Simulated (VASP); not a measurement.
Write the native input for VASP 6.6.1 that does the following.

| Property | Result |
| --- | --- |
| Task | single point |
| Functional | PBE |
| Potentials or basis | VASP PAW PBE potentials, release 64 (Cu) |
| Cutoff | 520 eV |
| k mesh | 17 × 17 × 9 |
| Occupations | fermi-dirac, width 0.03 eV |
| Spin | no spin polarisation |
| Dipole correction | no |
| Further INCAR settings | ALGO = Normal; EDIFF = 1e-07; NBANDS = 18 |

The structure of Cu lies in POSCAR:

```
Cu
1.0
    2.5045359423      0.0000000000      0.0000000000
   -1.2522679711      2.1689917507      0.0000000000
    0.0000000000      0.0000000000      4.1416532252
Cu
2
Direct
    0.3333333333      0.6666666667      0.2500000000
    0.6666666667      0.3333333333      0.7500000000
```

This isn't the form of Cu at room conditions, which is fcc.

One way to write it, as run:

INCAR

```
SYSTEM = Cu
ALGO = Normal ; EDIFF = 1E-7
ENCUT = 520 ; GGA = PE
ISIF = 2 ; ISMEAR = -1
LASPH = .True. ; LCHARG = .True.
LELF = .True. ; LREAL = .False.
LVHAR = .True. ; LWAVE = .False.
NBANDS = 18 ; NELM = 60
PREC = Accurate ; SIGMA = 0.03
```

KPOINTS

```
k-points
0
Gamma
  17 17 9
  0 0 0
```

Potentials or basis: VASP PAW PBE potentials, release 64 (Cu).

The run is started by

```bash
$ cat potpaw_PBE.64/Cu/POTCAR > POTCAR
$ mpirun -np 1 vasp_std > vasp.out
```

It gave:

```
Pressure               : 10.6 GPa
Band gap on the k mesh : zero (bands 11 and 12 overlap by 5.82 eV)
```

Caveat: the cell stands under pressure.

It took 87 s on 1 thread of Intel Xeon 8259CL, on a shared host, peak memory 0.18 GiB.
